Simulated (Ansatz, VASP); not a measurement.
RbCl in VASP and in Ansatz

File INCAR:

```
SYSTEM = RbCl
PREC = Accurate
ENCUT = 500
EDIFF = 1E-6
ISMEAR = 0
SIGMA = 0.05
LREAL = .FALSE.
LASPH = .TRUE.
NELM = 120
ALGO = Normal
ISIF = 2
LWAVE = .FALSE.
LCHARG = .TRUE.
GGA = CA
LELF = .TRUE.
LVHAR = .TRUE.
NBANDS = 15
GGA_COMPAT = .FALSE.
```

KPOINTS

```
regular mesh
0
G
  6 6 6
  0 0 0
```

POSCAR

```
RbCl
1.0
    0.0000000000      3.2944625000      3.2944625000
    3.2740000000      0.0204625000      3.2740000000
    3.2740000000      3.2740000000      0.0204625000
Rb Cl
1 1
Direct
    0.0000000000      0.0000000000      0.0000000000
    0.5000000000      0.5000000000      0.5000000000
```

Input for Ansatz:

```yaml
crystal:
  lattice:
    - [0.0, 3.2944625, 3.2944625]
    - [3.274, 0.0204625, 3.274]
    - [3.274, 3.274, 0.0204625]
  atoms:
    - { symbol: Rb, position: [0.0, 0.0, 0.0] }
    - { symbol: Cl, position: [0.5, 0.5, 0.5] }
basis:
  ecutwfc: 420
kpoints:
  mp_grid: { grid: [6, 6, 6] }
hamiltonian:
  xc: lda
scf:
  occupations: { method: gaussian, width: 0.05 }
output:
  forces: true
  stress: true
  eigenvalues: true
```

Change from the starting cell: strain +0.0125 x Voigt [0, 0, 0, 1, 0, 0], atoms carried along.

Alike in both runs: task single point; functional LDA; k mesh 6 × 6 × 6; occupations gaussian, width 0.05 eV; no spin polarisation.

|  | VASP | Ansatz |
| --- | --- | --- |
| version | VASP 6.6.1 | Ansatz 0.2.0 |
| potentials or method | VASP PAW LDA potentials, release 64 (Rb_sv, Cl), cutoff 500 eV | scalar-relativistic, plane waves, PAW |
| valence electrons in the cell | 16 | 16 |

```csv
,VASP,Ansatz,Ansatz less VASP
gap on the k mesh at the Fermi level (eV),4.59,4.59,-0.007
least direct gap on the mesh (eV),4.59,4.59,-0.007
pressure (GPa),-1.4,-1.4,-0.01
"traceless stress, the component that is largest in VASP (GPa)",-0.07,-0.07,0.000
```

LDA's correlation is that of Perdew and Zunger in VASP and of Perdew and Wang (1992) in Ansatz.
